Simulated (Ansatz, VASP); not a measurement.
## Two plane-wave programs on MgCd2SeS2

```
Mg Cd Se S
1.0
     4.59893    0.00000    0.00000
    -2.29947    3.98279    0.00000
     0.00000    0.00000    8.64812
Mg Cd Se S
1 2 1 2
Direct
  0.66667 0.33333 0.00000
  0.33333 0.66667 0.00000
  0.33333 0.66667 0.50000
  0.00000 0.00000 0.50000
  0.00000 0.00000 0.17836
  0.00000 0.00000 0.82164
```

Alike in both runs: functional PBE; k mesh 6 × 6 × 2; occupations gaussian, width 0.1 eV; no spin polarisation.

Ansatz relaxed the structure, and its values are those at the end. VASP's run is a single point on that final structure, the one shown.

|  | VASP | Ansatz |
| --- | --- | --- |
| version | VASP 6.6.1 | Ansatz 0.2.0 |
| potentials or method | VASP PAW PBE potentials, release 64 (Mg, Cd, Se, S), cutoff 520 eV | scalar-relativistic, plane waves, PAW |
| valence electrons in the cell | 44 | 78 |

VASP gave:

* gap on the k mesh at the Fermi level (eV): none
* pressure (GPa): 0.2

What did Ansatz give for the same quantities?

gap on the k mesh at the Fermi level (eV): none; pressure (GPa): 0.1.

A gap of «none» marks a metal or a gap that the smearing closes. The functional is the same, so the differences come from potentials, cutoffs and numerics. VASP's potentials hold 44 valence electrons a cell and Ansatz's 78, so a difference there can come from the potentials and not from the codes.

The k mesh is coarse, so the values compare programs but aren't converged.
